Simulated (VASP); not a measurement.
InB2As3:

```
In B As
1.0
     4.85993    0.00000    0.00000
    -2.42997    4.20883    0.00000
     0.00000    0.00000    4.89237
In B As
1 2 3
Direct
  0.00000 0.00000 0.50000
  0.33333 0.66667 0.50000
  0.66667 0.33333 0.50000
  0.33333 0.66667 0.00000
  0.66667 0.33333 0.00000
  0.00000 0.00000 0.00000
```

```yaml
Program: VASP 6.6.1
Task: relaxation of cell and atoms
Functional: PBE
Potentials_or_basis: VASP PAW PBE potentials, release 64 (In_d, B, As)
Cutoff: 600 eV
k_mesh: 12 × 12 × 8
Occupations: gaussian, width 0.1 eV
Spin: no spin polarisation
```

At the start: pressure 0.4 GPa; volume 16.68 Å³/atom.

Task: Where does the relaxation end?

Result: Over 5 steps the energy falls by 16.3 meV/atom and the volume is 16.65 Å³/atom (-0.2 %); space group P6/mmm (No. 191, to 0.05 Å).

Step by step:
| step | energy change (eV) | largest force (eV/Å) | pressure (GPa) | volume (Å³) |
| --- | --- | --- | --- | --- |
| 1 | 0.0000 | 0.0000 | 0.44 | 100.07 |
| 2 | -0.0961 | 0.0000 | -0.59 | 100.65 |
| 3 | -0.0962 | 0.0000 | -0.63 | 100.67 |
| 4 | -0.0977 | 0.0000 | 0.15 | 99.72 |
| 5 | -0.0978 | 0.0000 | 0.01 | 99.89 |

Final structure:
```yaml
crystal:
  lattice:
    - [4.76913, 0.00000, 0.00000]
    - [-2.38456, 4.13018, 0.00000]
    - [0.00000, 0.00000, 5.07109]
  atoms:
    - { symbol: In, position: [0.00000, 0.00000, 0.50000] }
    - { symbol: B, position: [0.33333, 0.66667, 0.50000] }
    - { symbol: B, position: [0.66667, 0.33333, 0.50000] }
    - { symbol: As, position: [0.33333, 0.66667, 0.00000] }
    - { symbol: As, position: [0.66667, 0.33333, 0.00000] }
    - { symbol: As, position: [0.00000, 0.00000, 0.00000] }
```
